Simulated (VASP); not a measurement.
Wanted: the native input for a VASP 6.6.1 run.

| Quantity | Value |
| --- | --- |
| Task | single point |
| Functional | PBE |
| Potentials or basis | VASP PAW PBE potentials, release 64 (Lu) |
| Cutoff | 520 eV |
| k mesh | 20 × 20 × 20 |
| Occupations | gaussian, width 0.1 eV |
| Spin | no spin polarisation |
| Dipole correction | no |
| Further INCAR settings | ALGO = Fast; EDIFF = 1e-06; NBANDS = 18 |

The structure of Lu lies in POSCAR:

```
Lu
1.0
    0.0000000000      2.3343614638      2.3343614638
    2.3343614638      0.0000000000      2.3343614638
    2.3343614638      2.3343614638      0.0000000000
Lu
1
Direct
    0.0000000000      0.0000000000      0.0000000000
```

This isn't the form of Lu at room conditions, which is hcp.

One way to write it, as run:

INCAR

```
PREC     = Accurate       # precision mode
ENCUT    = 520            # plane-wave cutoff, eV
EDIFF    = 1E-6           # SCF threshold, eV
ISMEAR   = 0              # smearing method
SIGMA    = 0.1            # smearing width, eV
LREAL    = False          # projectors in reciprocal space
LASPH    = True           # aspherical terms in the spheres
NELM     = 60             # most SCF steps
ALGO     = Fast           # electronic algorithm
ISIF     = 2              # what is computed and relaxed
LWAVE    = False          # write WAVECAR
LCHARG   = False          # write CHGCAR
GGA      = PE             # functional
NBANDS   = 18             # bands
```

KPOINTS

```
regular mesh
0
Gamma
  20 20 20
```

Potentials or basis: VASP PAW PBE potentials, release 64 (Lu).

Run with:

```console
$ cat potpaw_PBE.64/Lu/POTCAR > POTCAR
$ mpirun -np 1 vasp_std > vasp.out
```

It gave:

```yaml
Pressure: 7.1 GPa
Band_gap_on_the_k_mesh: zero (an odd number of electrons rules out a gap without spin polarisation)
```

Caveat: the cell stands under pressure; spin-orbit coupling is left out, which moves the levels of the heavy elements.

It took 110 s on 1 thread of Intel(R) Xeon(R) 6975P-C (Granite Rapids), on a shared host, peak memory 0.26 GiB.
